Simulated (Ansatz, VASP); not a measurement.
## AlGaN2 in VASP and in Ansatz

```xyz
4
Lattice="3.1153 0.0000 0.0000 0.0000 3.1153 0.0000 0.0000 0.0000 4.2747" Properties=species:S:1:pos:R:3 pbc="T T T"
Al    1.5576    1.5576    2.1374
Ga    0.0000    0.0000    0.0000
N     1.5576    0.0000    3.1635
N     0.0000    1.5576    1.1112
```

Change from the starting cell: strain +0.000 along x and y, -0.025 along z, atoms carried along.

Alike in both runs: task single point; functional LDA; k mesh 8 × 8 × 6; occupations gaussian, width 0.05 eV; no spin polarisation.

|  | VASP | Ansatz |
| --- | --- | --- |
| version | VASP 6.6.1 | Ansatz 0.2.0 |
| potentials or method | VASP PAW LDA potentials, release 64 (Al, Ga_d, N), cutoff 520 eV | scalar-relativistic, plane waves, PAW |
| valence electrons in the cell | 26 | 26 |

Ansatz gave:

- gap on the k mesh at the Fermi level (eV): 3.28
- least direct gap on the mesh (eV): 3.28
- pressure (GPa): 5.4
- traceless stress, the component that is largest in VASP (GPa): 1.97
- rms of the force components (eV/Å): 0.023

Problem. What did VASP give for the same quantities?

Solution. gap on the k mesh at the Fermi level (eV): 3.29; least direct gap on the mesh (eV): 3.29; pressure (GPa): 6.4; traceless stress, the component that is largest in VASP (GPa): 1.96; rms of the force components (eV/Å): 0.035.

LDA's correlation is that of Perdew and Zunger in VASP and of Perdew and Wang (1992) in Ansatz. Atom by atom the forces differ by 0.012 eV/Å (rms over components).
